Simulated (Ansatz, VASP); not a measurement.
# One calculation of CoO, two programs

File INCAR:

```
ALGO = Normal
EDIFF = 1E-7
ENCUT = 520
GGA = PE
ISIF = 2
ISMEAR = 0
ISPIN = 2
LASPH = T
LCHARG = F
LMAXMIX = 4
LORBIT = 11
LREAL = F
LWAVE = F
MAGMOM = 2.5 0.33
NBANDS = 18
NELM = 150
PREC = Accurate
SIGMA = 0.05
```

Contents of KPOINTS:

```
k-points
0
Gamma
  14 14 14
```

The input POSCAR:

```
CoO
1.0
   -1.5080000000      1.5080000000      2.1072475377
    1.5080000000     -1.5080000000      2.1072475377
    1.5080000000      1.5080000000     -2.1072475377
Co O
1 1
Direct
    0.0000000000      0.0000000000      0.0000000000
    0.5000000000      0.5165782493      0.0165782493
```

Input for Ansatz:

```yaml
crystal:
  lattice:
    - [-1.508, 1.508, 2.1072475377]
    - [1.508, -1.508, 2.1072475377]
    - [1.508, 1.508, -2.1072475377]
  atoms:
    - { symbol: Co, position: [0.0, 0.0, 0.0], spin: 2.5 }
    - { symbol: O, position: [0.5, 0.5165782493, 0.0165782493], spin: 0.33 }
magnetization:
  spin_polarized: true
basis:
  ecutwfc: 420
  fft_grid_basis: typed
kpoints:
  mp_grid: { grid: [14, 14, 14] }
hamiltonian:
  xc: pbe
scf:
  occupations: { method: gaussian, width: 0.05 }
output:
  forces: true
  stress: true
  eigenvalues: true
  bader: true
  write_density: true
  volumetric_format: npy
  populations: true
```

Alike in both runs: task single point; functional PBE; k mesh 14 × 14 × 14; occupations gaussian, width 0.05 eV; collinear spin.

|  | VASP | Ansatz |
| --- | --- | --- |
| version | VASP 6.6.1 | Ansatz 0.2.0 |
| potentials or method | VASP PAW PBE potentials, release 64 (Co, O), cutoff 520 eV | scalar-relativistic, plane waves, PAW |
| valence electrons in the cell | 15 | 23 |

```tsv
	VASP	Ansatz	Ansatz less VASP
gap on the k mesh at the Fermi level (eV)	none	none	-
pressure (GPa)	-0.3	0.3	+0.59
traceless stress, the component that is largest in VASP (GPa)	0.22	0.20	-0.017
rms of the force components (eV/Å)	0.029	0.027	-0.0014
net moment per atom (μB)	1.46	1.48	+0.016
size of the moment on the site where the two differ most (μB)	2.56	2.50	-0.070
```

Site moments also hang on the region over which each program counts them. Atom by atom the forces differ by 0.001 eV/Å (rms over components). A gap of «none» marks a metal or a gap that the smearing closes. With one functional, cell and mesh, what is left measures potentials, basis and numerics. VASP's potentials hold 15 valence electrons a cell and Ansatz's 23, so a difference there can come from the potentials and not from the codes.
